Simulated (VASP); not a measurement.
# ScSn3Se (P-6m2) in VASP: further runs

ScSn3Se is run at these levels: PBE; tasks: relaxation of cell and atoms, single point.

Program: VASP 6.6.1. These are calculated values, not measurements. Logs are shortened: lines on timing, memory, paths and dates and some standing lists are left out, and cuts for length are marked.

## Step 1: The cell of the first run

It takes space group P-6m2 (No. 187, hexagonal). The conventional cell has a = 5.958 Å, b = 5.958 Å, c = 4.643 Å, α = 90.00°, β = 90.00°, γ = 120.00°. Sc (site symmetry -6m2) has 2 Sn at 2.32 Å within 3.1 Å. Sn (site symmetry 3m) has 2 Sn at 2.22 to 2.42 Å within 2.9 Å. Sn (site symmetry -6m2) has 2 Sc at 2.32 Å within 3.1 Å. Within 4.9 Å of Se (site symmetry -6m2) lie 3 Sc at 3.44 Å and 18 Sn at 3.65 to 4.86 Å and 2 Se at 4.64 Å.

The cell was generated, and may not be a known phase.

## Step 2: Relaxation of cell and atoms, PBE

Contents of INCAR:

```
SYSTEM = ScSn3Se
PREC = Accurate ; ENCUT = 600
EDIFF = 1E-7 ; ISMEAR = 0
SIGMA = 0.1 ; LREAL = .False.
LASPH = .True. ; NELM = 80
ALGO = Normal ; ISIF = 3
LWAVE = .False. ; LCHARG = .False.
GGA = PE ; IBRION = 2
NSW = 90 ; EDIFFG = -0.04
```

Contents of KPOINTS:

```
regular mesh
0
Gamma
  3 3 4
  0 0 0
```

Contents of POSCAR:

```
ScSn3Se
1.0
    5.9582767100      0.0000000000      0.0000000000
   -2.9791383600      5.1600190000      0.0000000000
    0.0000000000      0.0000000000      4.6430802300
Sc Sn Se
1 3 1
Direct
    0.6666666700      0.3333333300      0.0000000000
    0.3333333300      0.6666666700      0.2608550000
    0.3333333300      0.6666666700      0.7391450000
    0.6666666700      0.3333333300      0.5000000000
    0.0000000000      0.0000000000      0.0000000000
```

Potentials or basis: VASP PAW PBE potentials, release 64 (Sc_sv, Sn_d, Se).

Command:

```sh
> cat potpaw_PBE.64/Sc_sv/POTCAR potpaw_PBE.64/Sn_d/POTCAR potpaw_PBE.64/Se/POTCAR > POTCAR
> mpirun -np 1 vasp_std > vasp.out
```

OUTCAR:

```text
SYSTEM = ScSn3Se
   PREC = Accurate
   ENCUT = 600
   EDIFF = 1E-7
   ISMEAR = 0
   LREAL = .False.
   LASPH = .True.
   NELM = 80
   ISIF = 3
   GGA = PE
   IBRION = 2
   NSW = 90
   EDIFFG = -0.04

 ion  position               nearest neighbor table
   1  0.667  0.333  0.000-   4 2.32   4 2.32
   2  0.333  0.667  0.261-   3 2.22   3 2.42   4 3.61   4 3.61   4 3.61
   3  0.333  0.667  0.739-   2 2.22   2 2.42   4 3.61   4 3.61   4 3.61
   4  0.667  0.333  0.500-   1 2.32   1 2.32   2 3.61   3 3.61   2 3.61   3 3.61   3 3.61   2 3.61

   5  0.000  0.000  0.000-

  LATTYP: Found a hexagonal cell.
 ALAT       =     5.9582767100
 C/A-ratio  =     0.7792656259

  Lattice vectors:

 A1 = (   5.9582767100,   0.0000000000,   0.0000000000)
 A2 = (  -2.9791383600,   5.1600190000,   0.0000000000)
 A3 = (   0.0000000000,   0.0000000000,   4.6430802300)

Analysis of symmetry for initial positions (statically):
=====================================================================
 Subroutine PRICEL returns:
 Original cell was already a primitive cell.

 Routine SETGRP: Setting up the symmetry group for a
 hexagonal supercell.

 Subroutine GETGRP returns: Found 12 space group operations
 (whereof 12 operations were pure point group operations)
 out of a pool of 24 trial point group operations.

The static configuration has the point symmetry D_3h.

Analysis of symmetry for dynamics (positions and initial velocities):
=====================================================================
 Subroutine PRICEL returns:
 Original cell was already a primitive cell.

 Routine SETGRP: Setting up the symmetry group for a
 hexagonal supercell.

 Subroutine GETGRP returns: Found 12 space group operations
 (whereof 12 operations were pure point group operations)
 out of a pool of 24 trial point group operations.

The dynamic configuration has the point symmetry D_3h.

 Subroutine INISYM returns: Found 12 space group operations
 (whereof 12 operations are pure point group operations),
 and found     1 'primitive' translations

----------------------------------------------------------------------------------------

                                     Primitive cell

  volume of cell :     142.7507

  direct lattice vectors                    reciprocal lattice vectors
[... 68 lines left out ...]
   PREC   = accura    normal or accurate (medium, high low for compatibility)
   ISTART =      0    job   : 0-new  1-cont  2-samecut
   ICHARG =      2    charge: 1-file 2-atom 10-const
   ISPIN  =      1    spin polarized calculation?
   LNONCOLLINEAR =      F non collinear calculations
   LSORBIT =      F    spin-orbit coupling
   LASPH  =      T    aspherical Exc in radial PAW
   ENCUT  =  600.0 eV  44.10 Ry    6.64 a.u.  11.90 11.90  9.27*2*pi/ulx,y,z
   NELM   =     80;   NELMIN=  2; NELMDL= -5     # of ELM steps
   EDIFF  = 0.1E-06   stopping-criterion for ELM
   LREAL  =      F    real-space projection
   EDIFFG = -.4E-01   stopping-criterion for IOM
   NSW    =     90    number of steps for IOM
   IBRION =      2    ionic relax: 0-MD 1-quasi-New 2-CG
   NFREE  =      1    steps in history (QN), initial steepest desc. (CG)
   ISIF   =      3    stress and relaxation
   ISYM   =      2    0-nonsym 1-usesym 2-fastsym
   POTIM  = 0.5000    time-step for ionic-motion
   TEBEG  =    0.0;   TEEND  =   0.0 temperature during run
   PSTRESS=    0.0 pullay stress
   NELECT =      59.0000    total number of electrons
   NUPDOWN=      -1.0000    fix difference up-down
   EMIN   =  10.00;   EMAX   =-10.00  energy-range for DOS
   EFERMI =   0.00;   METHOD = LEGACY
   ISMEAR =     0;   SIGMA  =   0.10  broadening in eV -4-tet -1-fermi 0-gaus
   EFERMI_NEDOS =   21; number of points for ismear=-14 and -15
   IALGO  =     38    algorithm
   IMIX   =      4    mixing-type and parameters
     AMIX     =   0.40;   BMIX     =  1.00
     AMIX_MAG =   1.60;   BMIX_MAG =  1.00
  volume/ion in A,a.u.               =      28.55       192.67
  Fermi-wavevector in a.u.,A,eV,Ry     =   1.219456  2.304438 20.232854  1.487073
  Thomas-Fermi vector in A             =   2.354707
   LORBIT       =      0    0 simple, 1 ext, 2 COOP (PROOUT), +10 PAW based schemes
   GGA     = PE    functional components
   LHFCALC =     F    Hartree Fock is set to
   AEXX    =    0.0000 exact exchange contribution
   IVDW    =     0    specifies the selected vdW correction
   LEPSILON=     F    determine dielectric tensor
   LRPA    =     F    only Hartree local field effects (RPA)
 conjugate gradient relaxation of ions
 non-spin polarized calculation
 Gauss-broadening in eV      SIGMA  =   0.10
  energy-cutoff  :      600.00
  volume of cell :      142.75
 maximum number of plane-waves:      4806
 NGX is ok and might be reduce to    48
   NGX = 23   NGY = 23   NGZ = 19

--------------------------------------- Ionic step        1  -------------------------------------------

 number of electron      59.0000007 magnetization

 Free energy of the ion-electron system (eV)
  ---------------------------------------------------
  ext. energy  EPLUGINS =         0.00000000
  ---------------------------------------------------
  free energy    TOTEN  =       -14.69898952 eV

  energy without entropy =      -14.65874267  energy(sigma->0) =      -14.67886610

------------------------ aborting loop because EDIFF is reached ----------------------------------------

  FORCE on cell =-STRESS in cart. coord.  units (eV):
  Direction    XX          YY          ZZ          XY          YZ          ZX
  --------------------------------------------------------------------------------------
  -------------------------------------------------------------------------------------
  Total       -7.2129036     -7.2129036     61.9676887      0.0000000      0.0000000      0.0000000
  in kB      -80.9547904    -80.9547906    695.5009423      0.0000001      0.0000000      0.0000000
  external PRESSURE =     177.8637871 kB  Pullay stress =       0.0000000 kB
[... 1148 lines left out ...]
     34       8.8362      0.00000
     35       8.9050      0.00000

[... ionic steps 4 to 12 ...]

--------------------------------------- Ionic step       13  -------------------------------------------

 number of electron      58.9999994 magnetization

------------------------ aborting loop because EDIFF is reached ----------------------------------------
[... 73 lines left out ...]
--------------------------------------- Ionic step       15  -------------------------------------------

 number of electron      58.9999970 magnetization

 Free energy of the ion-electron system (eV)
  ---------------------------------------------------
  ext. energy  EPLUGINS =         0.00000000
  ---------------------------------------------------
  free energy    TOTEN  =       -23.39521868 eV

  energy without entropy =      -23.36871706  energy(sigma->0) =      -23.38196787

 E-fermi :   6.4512     XC(G=0):  -9.9009

 val. band max:        6.4067730792   @ k =   0.3333   0.0000   0.0000
 cond. band min:       6.4573350171   @ k =   0.3333   0.0000   0.2500
 fundamental gap:      0.0505619379
 Fermi energy:         6.4512131756
[... 372 lines left out ...]
  FREE ENERGIE OF THE ION-ELECTRON SYSTEM (eV)
  ---------------------------------------------------
  free  energy   TOTEN  =       -23.3952186835 eV

  energy  without entropy=      -23.3687170582  energy(sigma->0) =      -23.38196787

 reached required accuracy - stopping structural energy minimisation
```

CONTCAR:

```text
ScSn3Se
   1.00000000000000
     4.7634086761467156    0.0000000011223626   -0.0000000000000000
    -2.3817043410986671    4.1252329242020567   -0.0000000000000000
     0.0000000000000000    0.0000000000000000    6.7672080654860824
  Sc              Sn              Se
     1     3     1
Direct
     0.6666666699999979    0.3333333300000021    0.0000000000000000
     0.3333333300000021    0.6666666699999979    0.2750449220588206
     0.3333333300000021    0.6666666699999979    0.7249550779411793
     0.6666666699999979    0.3333333300000021    0.5000000000000000
     0.0000000000000000    0.0000000000000000    0.0000000000000000

  0.00000000E+00  0.00000000E+00  0.00000000E+00
  0.00000000E+00  0.00000000E+00  0.00000000E+00
  0.00000000E+00  0.00000000E+00  0.00000000E+00
  0.00000000E+00  0.00000000E+00  0.00000000E+00
  0.00000000E+00  0.00000000E+00  0.00000000E+00
```

Wall time 7.8 min (1 thread of Intel Xeon 6975P-C (Granite Rapids), shared host); peak memory 0.33 GiB.

Results:

```
Free energy                           : -23.3952 eV
Relaxed volume                        : 26.60 Å³/atom
Relaxed cell                          : a = 4.763 Å, b = 4.763 Å, c = 6.767 Å, α = 90.00°, β = 90.00°, γ = 120.00°
Space group after relaxing (to 0.1 Å) : P-6m2 (No. 187)
Pressure after relaxing               : -0.1 GPa
Largest force after relaxing          : 0.033 eV/Å
Band gap on the k mesh                : zero (an odd number of electrons rules out a gap without spin polarisation)
```

Forces in eV/Å, atoms in the order of the input:
```
Sc   0.000  0.000  0.000
Sn   0.000  0.000 -0.033
Sn   0.000  0.000  0.033
Sn   0.000  0.000  0.000
Se   0.000  0.000  0.000
```

Stress tensor (GPa, compression positive):
```
-0.13  0.00  0.00
 0.00 -0.13  0.00
 0.00  0.00 -0.01
```

Final structure:
```
CELL_PARAMETERS angstrom
4.76341 0.00000 0.00000
-2.38170 4.12523 0.00000
0.00000 0.00000 6.76721
ATOMIC_POSITIONS crystal
Sc 0.66667 0.33333 0.00000
Sn 0.33333 0.66667 0.27504
Sn 0.33333 0.66667 0.72496
Sn 0.66667 0.33333 0.50000
Se 0.00000 0.00000 0.00000
```

Levels at points of the mesh, in eV from the Fermi level:
```
           k point  band 27  band 28  band 29  band 30  band 31  band 32
(0.00, 0.00, 0.00)    -1.44    -1.21    -1.21     0.24     0.24     1.25
(0.00, 0.00, 0.50)    -1.35    -1.35    -1.10     0.70     0.70     1.07
```

Caveat: the k points lie up to 0.51 Å⁻¹ apart in the final cell, too coarse for converged energies and pressures of a metal; a cell axis changed by over 15 % at a fixed basis, so the end point is rough; spin-orbit coupling is left out, which moves the levels of the heavy elements.

## Step 3: Relaxation of cell and atoms, PBE

This run uses another cell than the first one, of 26.60 Å³/atom.

Contents of INCAR:

```
SYSTEM = ScSn3Se
PREC = Accurate ; ENCUT = 600
EDIFF = 1E-6 ; ISMEAR = 0
SIGMA = 0.1 ; LREAL = .FALSE.
LASPH = .TRUE. ; NELM = 60
ALGO = Normal ; ISIF = 3
LWAVE = .FALSE. ; LCHARG = .FALSE.
GGA = PE ; IBRION = 2
NSW = 90 ; EDIFFG = -0.04
```

Contents of KPOINTS:

```
Automatic mesh
0
G
  6 6 4
  0 0 0
```

Contents of POSCAR:

```
ScSn3Se
1.0
    4.7570777362      0.0000000000      0.0000000000
   -2.3785388681      4.1197501673      0.0000000000
    0.0000000000      0.0000000000      6.7863046036
Sc Sn Se
1 3 1
Direct
    0.6666666667      0.3333333333      0.0000000000
    0.3333333333      0.6666666667      0.2743312648
    0.3333333333      0.6666666667      0.7256687352
    0.6666666667      0.3333333333      0.5000000000
    0.0000000000      0.0000000000      0.0000000000
```

Potentials or basis: VASP PAW PBE potentials, release 64 (Sc_sv, Sn_d, Se).

Command:

```sh
> cat potpaw_PBE.64/Sc_sv/POTCAR potpaw_PBE.64/Sn_d/POTCAR potpaw_PBE.64/Se/POTCAR > POTCAR
> mpirun -np 1 vasp_std > vasp.out
```

Wall time 2.2 min (1 thread of Intel Xeon 6975P-C (Granite Rapids), shared host); peak memory 0.36 GiB.

Results (log left out):

```
Free energy                           : -23.2813 eV
Relaxed volume                        : 26.77 Å³/atom
Relaxed cell                          : a = 4.768 Å, b = 4.768 Å, c = 6.796 Å, α = 90.00°, β = 90.00°, γ = 120.00°
Space group after relaxing (to 0.1 Å) : P-6m2 (No. 187)
Energy gained by relaxing             : 0.1 meV/atom
Ionic steps                           : 2
Pressure after relaxing               : -0.1 GPa
Band gap on the k mesh                : zero (an odd number of electrons rules out a gap without spin polarisation)
```

Stress tensor (GPa, compression positive):
```
-0.04  0.00  0.00
 0.00 -0.04  0.00
 0.00  0.00 -0.12
```

Step by step:
```
step  energy change (eV)  largest force (eV/Å)  pressure (GPa)  volume (Å³)
   1              0.0000                0.0239            0.26       133.00
   2             -0.0005                0.0002           -0.07       133.83
```

Final structure:
```
Sc Sn Se
1.0
     4.76846    0.00000    0.00000
    -2.38423    4.12961    0.00000
     0.00000    0.00000    6.79614
Sc Sn Se
1 3 1
Direct
  0.66667 0.33333 0.00000
  0.33333 0.66667 0.27416
  0.33333 0.66667 0.72584
  0.66667 0.33333 0.50000
  0.00000 0.00000 0.00000
```

Levels at points of the mesh, in eV from the Fermi level:
| k point | band 27 | band 28 | band 29 | band 30 | band 31 | band 32 |
| --- | --- | --- | --- | --- | --- | --- |
| (0.00, 0.00, 0.00) | -1.48 | -1.23 | -1.23 | 0.20 | 0.20 | 1.19 |
| (0.50, 0.00, 0.00) | -1.58 | -1.54 | -1.01 | -0.67 | -0.10 | 1.08 |
| (0.00, 0.00, 0.50) | -1.37 | -1.37 | -1.14 | 0.66 | 0.66 | 1.03 |
| (0.50, 0.00, 0.50) | -2.52 | -2.38 | -1.39 | 0.25 | 0.50 | 1.18 |

Caveat: spin-orbit coupling is left out, which moves the levels of the heavy elements.

[end of part 1 of 2]

The gap in the log of VASP goes by the Fermi energy; the results here count the filled bands.